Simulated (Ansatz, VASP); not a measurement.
**One calculation of Ag, two programs**

INCAR

```
SYSTEM = Ag
PREC = Accurate ; ENCUT = 520
EDIFF = 1E-6 ; ISMEAR = -1
SIGMA = 0.1 ; LREAL = .False.
LASPH = .True. ; NELM = 80
ALGO = Normal ; ISIF = 2
LWAVE = .False. ; LCHARG = .False.
NBANDS = 18
```

Contents of KPOINTS:

```
regular mesh
0
Gamma
  10 10 10
  0 0 0
```

POSCAR

```
Ag
1.0
    0.0000000000      2.8837394455      2.8837394455
    2.8837394455      0.0000000000      2.8837394455
    2.8837394455      2.8837394455      0.0000000000
Ag
2
Direct
    0.1250000000      0.1250000000      0.1250000000
    0.8750000000      0.8750000000      0.8750000000
```

Input for Ansatz:

```yaml
crystal:
  lattice:
    - [0.0, 2.8837394455, 2.8837394455]
    - [2.8837394455, 0.0, 2.8837394455]
    - [2.8837394455, 2.8837394455, 0.0]
  atoms:
    - { symbol: Ag, position: [0.125, 0.125, 0.125] }
    - { symbol: Ag, position: [0.875, 0.875, 0.875] }
hamiltonian:
  xc: lda
  pseudopotentials:
    kind: paw
    azcp:
      Ag: "pseudopotentials/Ag.paw.azcp"
basis:
  ecutwfc: 420
  fft_grid_basis: typed
kpoints:
  mp_grid: { grid: [10, 10, 10], shift: [0, 0, 0] }
magnetization:
  spin_polarized: false
scf:
  occupations: { method: fermi_dirac, width: 0.1 }
  lower_state_search: "off"
output:
  stress: true
  write_density: true
  write_potential: true
  elf: true
  volumetric_format: npy
```

Alike in both runs: task single point; functional LDA; k mesh 10 × 10 × 10; occupations fermi-dirac, width 0.1 eV; no spin polarisation.

|  | VASP | Ansatz |
| --- | --- | --- |
| version | VASP 6.6.1 | Ansatz 0.2.0 |
| potentials or method | VASP PAW LDA potentials, release 64 (Ag), cutoff 520 eV | plane waves (420 eV) with PAW, scalar-relativistic |
| valence electrons in the cell | 22 | 38 |

|  | VASP | Ansatz | Ansatz less VASP |
| --- | --- | --- | --- |
| pressure (GPa) | 5.5 | 5.5 | +0.02 |

Ansatz warns that its potentials were made for another functional, while VASP's fit it. LDA's correlation is that of Perdew and Zunger in VASP and of Perdew and Wang (1992) in Ansatz. VASP's potentials hold 22 valence electrons a cell and Ansatz's 38, so a difference there can come from the potentials and not from the codes.
